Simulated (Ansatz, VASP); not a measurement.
**Pt in VASP and in Ansatz**

INCAR

```
SYSTEM = Pt
PREC     = Accurate       ! precision mode
ENCUT    = 500            ! plane-wave cutoff, eV
EDIFF    = 1E-6           ! SCF threshold, eV
ISMEAR   = 0              ! smearing method
SIGMA    = 0.1            ! smearing width, eV
LREAL    = .FALSE.        ! projectors in reciprocal space
LASPH    = .TRUE.         ! aspherical terms in the spheres
NELM     = 120            ! most SCF steps
ALGO     = Normal         ! electronic algorithm
ISIF     = 2              ! what is computed and relaxed
LWAVE    = .FALSE.        ! write WAVECAR
LCHARG   = .FALSE.        ! write CHGCAR
GGA      = PE             ! functional
NBANDS   = 11             ! bands
GGA_COMPAT= .FALSE.
```

The input KPOINTS:

```
Automatic mesh
0
G
  8 8 8
  0 0 0
```

The input POSCAR:

```
Pt
1.0
    0.0000000000      1.9609000000      1.9609000000
    1.9609000000      0.0000000000      1.9609000000
    1.9609000000      1.9609000000      0.0000000000
Pt
1
Direct
    0.0000000000      0.0000000000      0.0000000000
```

Input for Ansatz:

```yaml
crystal:
  lattice:
    - [0.0, 1.9609, 1.9609]
    - [1.9609, 0.0, 1.9609]
    - [1.9609, 1.9609, 0.0]
  atoms:
    - { symbol: Pt, position: [0.0, 0.0, 0.0] }
basis:
  ecutwfc: 420
kpoints:
  mp_grid: { grid: [8, 8, 8] }
hamiltonian:
  xc: pbe
scf:
  occupations: { method: gaussian, width: 0.1 }
output:
  forces: true
  stress: true
  eigenvalues: true
```

Alike in both runs: task single point; functional PBE; k mesh 8 × 8 × 8; occupations gaussian, width 0.1 eV; no spin polarisation.

|  | VASP | Ansatz |
| --- | --- | --- |
| version | VASP 6.6.1 | Ansatz 0.2.0 |
| potentials or method | VASP PAW PBE potentials, release 64 (Pt), cutoff 500 eV | scalar-relativistic, plane waves, PAW |
| valence electrons in the cell | 10 | 18 |

```tsv
	VASP	Ansatz	Ansatz less VASP
gap on the k mesh at the Fermi level (eV)	none	none	-
pressure (GPa)	8.9	9.4	+0.57
```

A gap of «none» marks a metal or a gap that the smearing closes. With one functional, cell and mesh, what is left measures potentials, basis and numerics. VASP's potentials hold 10 valence electrons a cell and Ansatz's 18, so a difference there can come from the potentials and not from the codes.

Neither program's run includes spin-orbit coupling.
